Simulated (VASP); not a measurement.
Write the native input for VASP 6.6.1 that does the following.

```yaml
Task: single point
Functional: PBE
Potentials_or_basis: VASP PAW PBE potentials, release 64 (Si, Mo_sv)
Cutoff: 520 eV
k_mesh: 12 × 12 × 6
Occupations: gaussian, width 0.01 eV
Spin: no spin polarisation
Dipole_correction: no
Further_INCAR_settings: ALGO = Normal; EDIFF = 1e-07; NBANDS = 43
```

The structure of Si2Mo lies in POSCAR:

```
Si2Mo
1.0
    4.4111788459      0.0000000000      0.0000000000
   -2.2055894229      3.8201929412      0.0000000000
    0.0000000000      0.0000000000      6.3607912224
Si Mo
6 3
Direct
    0.1637757586      0.8362242414      0.8333333333
    0.3275515171      0.1637757586      0.1666666667
    0.8362242414      0.6724484829      0.5000000000
    0.8362242414      0.1637757586      0.8333333333
    0.6724484829      0.8362242414      0.1666666667
    0.1637757586      0.3275515171      0.5000000000
    0.5000000000      0.0000000000      0.5000000000
    0.0000000000      0.5000000000      0.1666666667
    0.5000000000      0.5000000000      0.8333333333
```

One way to write it, as run:

INCAR

```
PREC     = Accurate       # precision mode
ENCUT    = 520            # plane-wave cutoff, eV
EDIFF    = 1E-7           # SCF threshold, eV
ISMEAR   = 0              # smearing method
SIGMA    = 0.01           # smearing width, eV
LREAL    = F              # projectors in reciprocal space
LASPH    = T              # aspherical terms in the spheres
NELM     = 100            # most SCF steps
ALGO     = Normal         # electronic algorithm
ISIF     = 2              # what is computed and relaxed
LWAVE    = F              # write WAVECAR
LCHARG   = F              # write CHGCAR
GGA      = PE             # functional
NBANDS   = 43             # bands
```

KPOINTS

```
Automatic mesh
0
Gamma
  12 12 6
```

Potentials or basis: VASP PAW PBE potentials, release 64 (Si, Mo_sv).

The run is started by

```console
$ cat potpaw_PBE.64/Si/POTCAR potpaw_PBE.64/Mo_sv/POTCAR > POTCAR
$ mpirun -np 1 vasp_std > vasp.out
```

Results of the run:

| Quantity | Value |
| --- | --- |
| Pressure | 35.2 GPa |
| Largest force | 0.008 eV/Å |
| Band gap on the k mesh | zero (bands 33 and 34 overlap by 0.02 eV) |

Caveat: the cell stands under pressure.

Run time: 2.4 min on 1 thread of Intel(R) Xeon(R) 6975P-C (Granite Rapids), with other jobs on the host, peak memory 0.41 GiB.
